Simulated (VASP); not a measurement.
# Ga4O (I4mm) in VASP: a series of runs, part 2 of 2

VASP 6.6.1. The steps go on from the part before.

## Step 3: Relaxation of cell and atoms, PBE

INCAR

```
SYSTEM = Ga4O
PREC = Accurate
ENCUT = 600
EDIFF = 1E-6
ISMEAR = 0
SIGMA = 0.1
LREAL = .FALSE.
LASPH = .TRUE.
NELM = 100
ALGO = Normal
ISIF = 3
LWAVE = .FALSE.
LCHARG = .FALSE.
GGA = PE
IBRION = 2
NSW = 90
EDIFFG = -0.04
```

KPOINTS

```
regular mesh
0
G
  6 6 6
  0 0 0
```

POSCAR

```
Ga4O
1.0
   -2.1533966700      2.1533966700      3.8947668500
    2.1533966700     -2.1533966700      3.8947668500
    2.1533966700      2.1533966700     -3.8947668500
Ga O
4 1
Direct
    0.7562872600      0.7562872600      0.0000000000
    0.4879780500      0.9879780500      0.5000000000
    0.9879780500      0.4879780500      0.5000000000
    0.2605076700      0.2605076700      0.0000000000
    0.0072489800      0.0072489800      0.0000000000
```

Potentials or basis: VASP PAW PBE potentials, release 64 (Ga_d, O).

Command:

```console
cat potpaw_PBE.64/Ga_d/POTCAR potpaw_PBE.64/O/POTCAR > POTCAR
mpirun -np 1 vasp_std > vasp.out
```

OUTCAR:

```text
SYSTEM = Ga4O
   PREC = Accurate
   ENCUT = 600
   EDIFF = 1E-6
   ISMEAR = 0
   LREAL = .FALSE.
   LASPH = .TRUE.
   NELM = 100
   ISIF = 3
   GGA = PE
   IBRION = 2
   NSW = 90
   EDIFFG = -0.04

 ion  position               nearest neighbor table
   1  0.756  0.756  0.000-   5 1.95   3 2.81   2 2.81   2 2.81   3 2.81
   2  0.488  0.988  0.500-   5 2.16   5 2.16   4 2.79   4 2.79   1 2.81   1 2.81
   3  0.988  0.488  0.500-   5 2.16   5 2.16   4 2.79   4 2.79   1 2.81   1 2.81
   4  0.261  0.261  0.000-   5 1.97   2 2.79   3 2.79   2 2.79   3 2.79
   5  0.007  0.007  0.000-   1 1.95   4 1.97   3 2.16   2 2.16   3 2.16   2 2.16

  LATTYP: Found a body centered tetragonal cell.
 ALAT       =     4.3067933400
 C/A-ratio  =     1.8086620567

  Lattice vectors:

 A1 = (  -2.1533966700,   2.1533966700,   3.8947668500)
 A2 = (   2.1533966700,  -2.1533966700,   3.8947668500)
 A3 = (   2.1533966700,   2.1533966700,  -3.8947668500)

Analysis of symmetry for initial positions (statically):
=====================================================================
 Subroutine PRICEL returns:
 Original cell was already a primitive cell.

 Routine SETGRP: Setting up the symmetry group for a
 body centered tetragonal supercell.

 Subroutine GETGRP returns: Found  8 space group operations
 (whereof  8 operations were pure point group operations)
[... 285 lines left out ...]

[... ionic steps 4 to 19 ...]

--------------------------------------- Ionic step       20  -------------------------------------------

 number of electron      57.9999989 magnetization

------------------------ aborting loop because EDIFF is reached ----------------------------------------
[... 73 lines left out ...]
--------------------------------------- Ionic step       22  -------------------------------------------

 number of electron      57.9999985 magnetization

 Free energy of the ion-electron system (eV)
  ---------------------------------------------------
  ext. energy  EPLUGINS =         0.00000000
  ---------------------------------------------------
  free energy    TOTEN  =       -18.23412995 eV

  energy without entropy =      -18.22601063  energy(sigma->0) =      -18.23007029

 E-fermi :   5.3548     XC(G=0): -10.9722

 val. band max:        5.3292441888   @ k =   0.0000   0.0000   0.0000
 cond. band min:       5.3642469044   @ k =  -0.1667   0.1667   0.1667
 fundamental gap:      0.0350027156
 Fermi energy:         5.3547905099

 k-point     1 :       0.0000    0.0000    0.0000
  band No.  band energies     occupation
      1     -13.8680      2.00000
      2      -9.6565      2.00000
      3      -9.6045      2.00000
      4      -9.5657      2.00000
      5      -9.5657      2.00000
      6      -9.5586      2.00000
[... 877 lines left out ...]
     33       8.2800      0.00000
     34      10.4184      0.00000

 [... further k-points ...]

------------------------ aborting loop because EDIFF is reached ----------------------------------------

  FORCE on cell =-STRESS in cart. coord.  units (eV):
  Direction    XX          YY          ZZ          XY          YZ          ZX
  --------------------------------------------------------------------------------------
  -------------------------------------------------------------------------------------
  Total       -0.0159629     -0.0159629      0.1748003      0.0000000      0.0000000      0.0000000
  in kB       -0.3047686     -0.3047686      3.3373360      0.0000000      0.0000000      0.0000000
  external PRESSURE =       0.9092663 kB  Pullay stress =       0.0000000 kB
[... 20 lines left out ...]
  FREE ENERGIE OF THE ION-ELECTRON SYSTEM (eV)
  ---------------------------------------------------
  free  energy   TOTEN  =       -18.2341299479 eV

  energy  without entropy=      -18.2260106317  energy(sigma->0) =      -18.23007029

 reached required accuracy - stopping structural energy minimisation
```

Wall time 16 min (1 thread of AMD EPYC 9R45 (Zen 5), shared host); peak memory 0.26 GiB.

Results:

```
Free energy                           : -18.2341 eV
Relaxed volume                        : 16.78 Å³/atom
Relaxed cell                          : a = 4.917 Å, b = 4.917 Å, c = 4.917 Å, α = 120.10°, β = 120.10°, γ = 89.82°
Space group after relaxing (to 0.1 Å) : I4/mmm (No. 139)
Energy gained by relaxing             : 288.1 meV/atom
Ionic steps                           : 22
Pressure after relaxing               : 0.1 GPa
Largest force after relaxing          : 0.019 eV/Å
Band gap on the k mesh                : zero (bands 29 and 30 overlap by 1.19 eV)
```

Forces in eV/Å, atoms in the order of the input:
```
Ga   0.000  0.000  0.014
Ga   0.000  0.000  0.003
Ga   0.000  0.000  0.003
Ga   0.000  0.000  0.000
O    0.000  0.000 -0.019
```

Step by step:
```tsv
step	energy change (eV)	largest force (eV/Å)	pressure (GPa)	volume (Å³)
1	0.0000	2.8360	16.66	72.24
2	-0.8889	0.3339	-2.31	89.10
3	-0.8945	0.4597	-1.47	87.45
4	-1.0412	0.4144	-0.95	86.76
5	-1.3058	1.5925	1.85	84.04
6	-1.3726	1.0878	0.97	84.55
7	-1.3958	0.5075	0.35	85.38
8	-1.4002	0.6063	0.50	85.18
9	-1.4195	0.3670	-0.24	85.40
10	-1.4272	0.1550	-0.85	85.65
11	-1.4309	0.1141	-0.42	84.99
12	-1.4328	0.0916	0.04	84.26
13	-1.4328	0.1016	0.14	84.12
14	-1.4339	0.0832	0.12	84.11
15	-1.4365	0.0615	0.03	84.09
16	-1.4384	0.1467	-0.12	84.03
17	-1.4396	0.0886	0.17	83.86
18	-1.4398	0.0633	0.22	83.78
19	-1.4398	0.0114	0.45	83.62
20	-1.4399	0.0479	0.23	83.72
21	-1.4399	0.0283	0.40	83.67
22	-1.4406	0.0187	0.09	83.92
```

Final structure:
```yaml
crystal:
  lattice:
    - [-2.45453, 2.45453, 3.48223]
    - [2.45453, -2.45453, 3.48223]
    - [2.45453, 2.45453, -3.48223]
  atoms:
    - { symbol: Ga, position: [0.71133, 0.71133, 0.00000] }
    - { symbol: Ga, position: [0.49914, 0.99914, 0.50000] }
    - { symbol: Ga, position: [0.99914, 0.49914, 0.50000] }
    - { symbol: Ga, position: [0.28935, 0.28935, 0.00000] }
    - { symbol: O, position: [0.00104, 0.00104, 0.00000] }
```

Caveat: the volume moved by over 15 % at a fixed basis, so the end points are rough.

## Step 4: Single point, PBE, collinear spin, ferromagnetic start

INCAR

```
ALGO = Normal
EDIFF = 1E-6
ENCUT = 520
GGA = PE
ISIF = 2
ISMEAR = 0
ISPIN = 2
LASPH = T
LCHARG = F
LORBIT = 11
LREAL = F
LWAVE = F
MAGMOM = 0 0 0 0 1
NBANDS = 41
NELM = 150
PREC = Accurate
SIGMA = 0.1
```

KPOINTS

```
k-points
0
Gamma
  6 6 6
```

POSCAR is that of step 3.

Command:

```console
cat potpaw_PBE.64/Ga_d/POTCAR potpaw_PBE.64/O/POTCAR > POTCAR
mpirun -np 1 vasp_std > vasp.out
```

Wall time 2.5 min (1 thread of AMD EPYC 9R45 (Zen 5), shared host); peak memory 0.32 GiB.

The run converged. Its results:

```
Free energy                                           : -16.7912 eV
Pressure                                              : 16.8 GPa
Largest force                                         : 2.838 eV/Å
Band gap on the k mesh                                : zero (filled and empty bands overlap)
Net moment                                            : 0.00 μB per cell
Valence electrons inside the program's atomic spheres : Ga 11.61, 11.59, 11.60 (each value once); O 5.07
```

Forces in eV/Å, atoms in the order of the input:
```
Ga   0.000  0.000 -2.838
Ga   0.000  0.000  0.170
Ga   0.000  0.000  0.170
Ga   0.000  0.000  1.675
O    0.000  0.000  0.822
```

Stress tensor (GPa, compression positive):
```
18.90  0.00  0.00
 0.00 18.90  0.00
 0.00  0.00 12.59
```

Levels at points of the mesh, in eV from the Fermi level:
Spin up:
```csv
k point,band 27,band 28,band 29,band 30,band 31,band 32
"(0.00, 0.00, 0.00)",-1.88,-1.22,-0.77,-0.77,0.72,1.73
"(0.50, 0.00, 0.00)",-3.42,-0.81,-0.57,1.07,1.61,1.99
"(0.50, 0.50, 0.00)",-2.74,-2.51,-0.86,-0.66,2.41,3.76
"(0.50, 0.50, 0.50)",-3.40,-0.88,-0.77,-0.77,5.08,5.81
```
Spin down:
```tsv
k point	band 25	band 26	band 27	band 28	band 29	band 30	band 31	band 32	band 33	band 34
(0.00, 0.00, 0.00)	-6.91	-2.27	-1.88	-1.22	-0.77	-0.77	0.72	1.73	1.73	3.30
(0.50, 0.00, 0.00)	-6.84	-4.00	-3.42	-0.81	-0.57	1.07	1.61	1.99	4.56	4.66
(0.50, 0.50, 0.00)	-6.61	-4.54	-2.74	-2.51	-0.86	-0.66	2.41	3.76	4.36	6.30
(0.50, 0.50, 0.50)	-7.15	-4.25	-3.40	-0.88	-0.77	-0.77	5.08	5.81	5.81	6.39
```

Caveat: the stress differs along the axes, from 13 to 19 GPa; forces of over 1 eV/Å act on the atoms, so gaps and moduli don't describe the material at rest.

## Step 5: The runs side by side

```tsv
task	spin	cell	cutoff (eV)	gap on the mesh (eV)	pressure (GPa)	largest force (eV/Å)
single point	off	as given	520	none	16.8	2.84
relaxation of cell and atoms	off	relaxed	600	none	0.1	0.02
single point	collinear, ferromagnetic start	as given	520	none	16.8	2.84
```

Alike in all rows: level PBE; potentials or basis VASP PAW PBE potentials, release 64 (Ga_d, O); k mesh 6 × 6 × 6; smearing gaussian 0.1 eV.

Caveats: the stress differs along the axes, from 13 to 19 GPa (at least some runs); forces of over 1 eV/Å act on the atoms, so gaps and moduli don't describe the material at rest (at least some runs); the volume moved by over 15 % at a fixed basis, so the end points are rough (at least some runs).

Absolute energies hang on the potentials; compare differences alone.

The gap in the log of VASP goes by the Fermi energy; the results here count the filled bands.